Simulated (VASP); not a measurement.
# SrTiO3 (m.so) (P4/mmm) in VASP: single point with PBE

Aim: the single point of SrTiO3 (m.so) with PBE.

Everything below comes from runs of VASP 6.6.1. Logs are shortened: lines on timing, memory, paths and dates and some standing lists are left out, and cuts for length are marked.

**1. The cell of the first run**

It takes space group P4/mmm (No. 123, tetragonal). The conventional cell has a = 3.978 Å, b = 3.978 Å, c = 3.911 Å, α = 90.00°, β = 90.00°, γ = 90.00°. Sr (site symmetry 4/mmm) has 12 O at 2.79 to 2.81 Å and 8 Ti at 3.43 Å within 3.7 Å. Ti (site symmetry 4/mmm) has 6 O at 1.96 to 1.99 Å within 2.6 Å. Within 2.6 Å of O (site symmetry 4/mmm) lie 2 Ti at 1.96 Å. O (site symmetry mmm) has 2 Ti at 1.99 Å within 2.6 Å.

**2. Single point, PBE, non-collinear spin, zero start, spin-orbit coupling**

Contents of INCAR:

```
SYSTEM = SrTiO3
PREC = Accurate
ENCUT = 600
EDIFF = 1E-6
ISMEAR = 0
SIGMA = 0.02
LREAL = .False.
LASPH = .True.
NELM = 200
ALGO = Normal
ISIF = 2
LWAVE = .False.
LCHARG = .False.
MAGMOM = 0 0 0 0 0 0 0 0 0 0 0 0 0 0 0
LORBIT = 11
LSORBIT = .True.
GGA_COMPAT = .False.
LORBMOM = .True.
LMAXMIX = 4
GGA = PE
NBANDS = 55
```

Contents of KPOINTS:

```
regular mesh
0
Gamma
  8 8 8
  0 0 0
```

Contents of POSCAR:

```
SrTiO3
1.0
    3.9778368123      0.0000000000      0.0000000000
    0.0000000000      3.9778368123      0.0000000000
    0.0000000000      0.0000000000      3.9113039622
Sr Ti O
1 1 3
Direct
    0.0000000000      0.0000000000      0.0000000000
    0.5000000000      0.5000000000      0.5000000000
    0.5000000000      0.5000000000      0.0000000000
    0.5000000000      0.0000000000      0.5000000000
    0.0000000000      0.5000000000      0.5000000000
```

Potentials or basis: VASP PAW PBE potentials, release 64 (Sr_sv, Ti_sv, O).

Run with:

```bash
> cat potpaw_PBE.64/Sr_sv/POTCAR potpaw_PBE.64/Ti_sv/POTCAR potpaw_PBE.64/O/POTCAR > POTCAR
> mpirun -np 1 vasp_ncl > vasp.out
```

OUTCAR:

```text
SYSTEM = SrTiO3
   PREC = Accurate
   ENCUT = 600
   EDIFF = 1E-6
   ISMEAR = 0
   LREAL = .False.
   LASPH = .True.
   NELM = 200
   ISIF = 2
   LORBIT = 11
   LSORBIT = .True.
   GGA = PE

 ion  position               nearest neighbor table
   1  0.000  0.000  0.000-   4 2.79   5 2.79   4 2.79   5 2.79   5 2.79   5 2.79   4 2.79   4 2.79
                             3 2.81   3 2.81   3 2.81   3 2.81   2 3.43   2 3.43   2 3.43   2 3.43
   2  0.500  0.500  0.500-   3 1.96   3 1.96   5 1.99   4 1.99   4 1.99   5 1.99   1 3.43   1 3.43
                             1 3.43   1 3.43   1 3.43   1 3.43   1 3.43   1 3.43
   3  0.500  0.500  0.000-   2 1.96   2 1.96   1 2.81   1 2.81   1 2.81   1 2.81
   4  0.500  0.000  0.500-   2 1.99   2 1.99   1 2.79   1 2.79   1 2.79   1 2.79
   5  0.000  0.500  0.500-   2 1.99   2 1.99   1 2.79   1 2.79   1 2.79   1 2.79

  LATTYP: Found a simple tetragonal cell.
 ALAT       =     3.9778368123
 C/A-ratio  =     0.9832741127

  Lattice vectors:

 A1 = (   3.9778368123,   0.0000000000,   0.0000000000)
 A2 = (   0.0000000000,   3.9778368123,   0.0000000000)
 A3 = (   0.0000000000,   0.0000000000,   3.9113039622)

Analysis of symmetry for initial positions (statically):
=====================================================================
 Subroutine PRICEL returns:
 Original cell was already a primitive cell.

 Routine SETGRP: Setting up the symmetry group for a
 simple tetragonal supercell.

 Subroutine GETGRP returns: Found 16 space group operations
 (whereof 16 operations were pure point group operations)
 out of a pool of 16 trial point group operations.

The static configuration has the point symmetry D_4h.

Analysis of symmetry for dynamics (positions and initial velocities):
=====================================================================
 Subroutine PRICEL returns:
 Original cell was already a primitive cell.

 Routine SETGRP: Setting up the symmetry group for a
 simple tetragonal supercell.

 Subroutine GETGRP returns: Found 16 space group operations
 (whereof 16 operations were pure point group operations)
 out of a pool of 16 trial point group operations.

The dynamic configuration has the point symmetry D_4h.

Analysis of structural, dynamic, and magnetic symmetry:
=====================================================================
 Subroutine PRICEL returns:
 Original cell was already a primitive cell.

 Routine SETGRP: Setting up the symmetry group for a
 simple tetragonal supercell.

 Subroutine GETGRP returns: Found 16 space group operations
 (whereof 16 operations were pure point group operations)
 out of a pool of 16 trial point group operations.

The overall configuration has the point symmetry D_4h.

 Subroutine INISYM returns: Found 16 space group operations
 (whereof 16 operations are pure point group operations),
 and found     1 'primitive' translations

----------------------------------------------------------------------------------------

                                     Primitive cell

  volume of cell :      61.8893

  direct lattice vectors                    reciprocal lattice vectors
     3.977836812  0.000000000  0.000000000     0.251392917  0.000000000  0.000000000
     0.000000000  3.977836812  0.000000000     0.000000000  0.251392917  0.000000000
     0.000000000  0.000000000  3.911303962     0.000000000  0.000000000  0.255669212

  length of vectors
     3.977836812  3.977836812  3.911303962     0.251392917  0.251392917  0.255669212

  position of ions in fractional coordinates (direct lattice)
     0.000000000  0.000000000  0.000000000
     0.500000000  0.500000000  0.500000000
     0.500000000  0.500000000  0.000000000
     0.500000000  0.000000000  0.500000000
     0.000000000  0.500000000  0.500000000

  ion indices of the primitive-cell ions
   primitive index   ion index
                 1           1
                 2           2
                 3           3
[... 129 lines left out ...]

 val. band max:        3.8681974437   @ k =   0.5000   0.5000   0.5000
 cond. band min:       5.6142900345   @ k =   0.0000   0.0000   0.0000
 fundamental gap:      1.7460925908
 Fermi energy:         4.0127130046

 k-point     1 :       0.0000    0.0000    0.0000
  band No.  band energies     occupation
      1     -52.7678      1.00000
      2     -52.7678      1.00000
      3     -29.4247      1.00000
      4     -29.4247      1.00000
      5     -29.0524      1.00000
      6     -29.0524      1.00000
[... 1309 lines left out ...]
     51      11.2204      0.00000
     52      11.2204      0.00000

 [... further k-points ...]

 [bands above 52 left out]

------------------------ aborting loop because EDIFF is reached ----------------------------------------

  FORCE on cell =-STRESS in cart. coord.  units (eV):
  Direction    XX          YY          ZZ          XY          YZ          ZX
  --------------------------------------------------------------------------------------
  -------------------------------------------------------------------------------------
  Total       -1.1889435     -1.1889435      0.1790504      0.0000000     -0.0000000      0.0000000
  in kB      -30.7791270    -30.7791270      4.6352212      0.0000000     -0.0000000      0.0000000
  external PRESSURE =     -18.9743443 kB  Pullay stress =       0.0000000 kB

 VOLUME and BASIS-vectors are now :
 -----------------------------------------------------------------------------
  energy-cutoff  :      600.00
  volume of cell :       61.89
      direct lattice vectors                 reciprocal lattice vectors
     3.977836812  0.000000000  0.000000000     0.251392917  0.000000000  0.000000000
     0.000000000  3.977836812  0.000000000     0.000000000  0.251392917  0.000000000
     0.000000000  0.000000000  3.911303962     0.000000000  0.000000000  0.255669212

 POSITION                                       TOTAL-FORCE (eV/Angst)
 -----------------------------------------------------------------------------------
      0.00000      0.00000      0.00000         0.000000      0.000000      0.000000
      1.98892      1.98892      1.95565         0.000000      0.000000      0.000000
      1.98892      1.98892      0.00000         0.000000      0.000000      0.000000
      1.98892      0.00000      1.95565         0.000000      0.000000      0.000000
      0.00000      1.98892      1.95565         0.000000      0.000000      0.000000
 -----------------------------------------------------------------------------------
    total drift:                                0.000000     -0.000000     -0.000000

  FREE ENERGIE OF THE ION-ELECTRON SYSTEM (eV)
  ---------------------------------------------------
  free  energy   TOTEN  =       -40.1916086450 eV

  energy  without entropy=      -40.1916086450  energy(sigma->0) =      -40.19160865

 orbital moment (x)

 # of ion     p       d       tot
 ----------------------------------------
  1         0.000   0.000   0.000
  2         0.000   0.000   0.000
  3         0.000   0.000   0.000
  4         0.000   0.000   0.000
  5         0.000   0.000   0.000
 ----------------------------------------
            0.000   0.000   0.000

 orbital moment (y)

 # of ion     p       d       tot
 ----------------------------------------
  1         0.000  -0.000  -0.000
  2         0.000   0.000   0.000
  3         0.000   0.000   0.000
  4         0.000   0.000   0.000
  5         0.000   0.000   0.000
 ----------------------------------------
            0.000  -0.000  -0.000

 orbital moment (z)

 # of ion     p       d       tot
 ----------------------------------------
  1         0.000   0.000   0.000
  2         0.000   0.000   0.000
  3         0.000   0.000   0.000
  4         0.000   0.000   0.000
  5         0.000   0.000   0.000
 ----------------------------------------
            0.000   0.000   0.000

 Spin-Orbit-Coupling matrix elements

 Ion:    1  E_soc:     -0.1742636
 l=   1
     0.0000000    -0.0290272    -0.0290225
    -0.0290272     0.0000000    -0.0290272
    -0.0290225    -0.0290272     0.0000000
 l=   2
     0.0000000    -0.0000041     0.0000000    -0.0000041    -0.0000138
    -0.0000041     0.0000000    -0.0000106    -0.0000043    -0.0000037
     0.0000000    -0.0000106     0.0000000    -0.0000106     0.0000000
    -0.0000041    -0.0000043    -0.0000106     0.0000000    -0.0000037
    -0.0000138    -0.0000037     0.0000000    -0.0000037     0.0000000
 l=   3
     0.0000000     0.0000000     0.0000000     0.0000000     0.0000000     0.0000000     0.0000000
     0.0000000     0.0000000     0.0000000     0.0000000     0.0000000     0.0000000     0.0000000
     0.0000000     0.0000000     0.0000000     0.0000000     0.0000000     0.0000000     0.0000000
     0.0000000     0.0000000     0.0000000     0.0000000     0.0000000     0.0000000     0.0000000
[... 69 lines left out ...]
 l=   2
     0.0000000     0.0000000     0.0000000     0.0000000     0.0000000
     0.0000000     0.0000000     0.0000000     0.0000000     0.0000000
     0.0000000     0.0000000     0.0000000     0.0000000     0.0000000
     0.0000000     0.0000000     0.0000000     0.0000000     0.0000000
     0.0000000     0.0000000     0.0000000     0.0000000     0.0000000
 l=   3
     0.0000000     0.0000000     0.0000000     0.0000000     0.0000000     0.0000000     0.0000000
     0.0000000     0.0000000     0.0000000     0.0000000     0.0000000     0.0000000     0.0000000
     0.0000000     0.0000000     0.0000000     0.0000000     0.0000000     0.0000000     0.0000000
     0.0000000     0.0000000     0.0000000     0.0000000     0.0000000     0.0000000     0.0000000
     0.0000000     0.0000000     0.0000000     0.0000000     0.0000000     0.0000000     0.0000000
     0.0000000     0.0000000     0.0000000     0.0000000     0.0000000     0.0000000     0.0000000
     0.0000000     0.0000000     0.0000000     0.0000000     0.0000000     0.0000000     0.0000000

 total charge

# of ion       s       p       d       tot
------------------------------------------
    1        1.997   5.810   0.187   7.993
    2        2.220   6.293   1.717  10.230
    3        1.561   3.482   0.000   5.044
    4        1.558   3.472   0.000   5.031
    5        1.558   3.472   0.000   5.031
--------------------------------------------------
tot          8.895  22.529   1.904  33.328

 magnetization (x)

# of ion       s       p       d       tot
------------------------------------------
    1        0.000   0.000   0.000   0.000
    2       -0.000   0.000   0.000  -0.000
    3        0.000   0.000   0.000   0.000
    4        0.000  -0.000   0.000   0.000
    5       -0.000  -0.000   0.000  -0.000
--------------------------------------------------
tot         -0.000   0.000   0.000   0.000

 magnetization (y)

# of ion       s       p       d       tot
------------------------------------------
    1        0.000   0.000   0.000   0.000
    2        0.000   0.000  -0.000   0.000
    3        0.000  -0.000   0.000  -0.000
    4        0.000   0.000   0.000   0.000
    5        0.000   0.000   0.000   0.000
--------------------------------------------------
tot          0.000  -0.000   0.000   0.000

 magnetization (z)

# of ion       s       p       d       tot
------------------------------------------
    1        0.000  -0.000   0.000  -0.000
    2        0.000   0.000  -0.000   0.000
    3       -0.000   0.000   0.000  -0.000
    4        0.000   0.000   0.000   0.000
    5        0.000  -0.000   0.000   0.000
--------------------------------------------------
tot          0.000  -0.000   0.000  -0.000
```

Run time: 17 min. Hardware: 1 thread of Intel Xeon 8259CL, shared host; peak memory 0.62 GiB.

What came out:

- Free energy: -40.1916 eV
- Pressure: -1.9 GPa
- Net moment: 0.00 μB per cell
- Valence electrons inside the program's atomic spheres: Sr 7.99; Ti 10.23; O 5.04, 5.03

Moments on the atoms (μB; x, y, z):
```
Sr  0.00 0.00 0.00
Ti  0.00 0.00 0.00
O   0.00 0.00 0.00
O   0.00 0.00 0.00
O   0.00 0.00 0.00
```
